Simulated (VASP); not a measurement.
## Pd: single point with PBE

Pd:

```
CELL_PARAMETERS angstrom
0.00000 1.95128 1.95128
1.95128 0.00000 1.95128
1.95128 1.95128 0.00000
ATOMIC_POSITIONS crystal
Pd 0.00000 0.00000 0.00000
```

This cell differs from its parent crystal: volume scaled by 0.97.

* Program: VASP 6.6.1
* Task: single point
* Functional: PBE
* Potentials or basis: VASP PAW PBE potentials, release 64 (Pd)
* Cutoff: 520 eV
* k mesh: 18 × 18 × 18
* Occupations: gaussian, width 0.1 eV
* Spin: no spin polarisation

```json
{
  "Pressure": "5.2 GPa",
  "Band gap on the k mesh": "zero (band 5 reaches 9.94 eV, above the bottom of band 6 at 8.38 eV)"
}
```

Levels at points of the mesh, in eV from the Fermi level:
| k point | band 2 | band 3 | band 4 | band 5 | band 6 | band 7 | band 8 | band 9 |
| --- | --- | --- | --- | --- | --- | --- | --- | --- |
| (0.00, 0.00, 0.00) | -2.80 | -2.80 | -2.80 | -1.21 | -1.21 | 17.19 | 21.93 | 21.93 |
| (0.50, 0.00, 0.00) | -2.85 | -2.85 | -0.02 | -0.02 | 1.04 | 7.27 | 16.55 | 21.04 |
| (0.50, 0.50, 0.00) | -5.04 | -0.05 | 0.29 | 0.29 | 3.35 | 10.70 | 13.17 | 13.17 |

Wall time 19 s on 1 thread of AMD EPYC 9R45 (Zen 5), with other jobs on the host, peak memory 0.13 GiB.
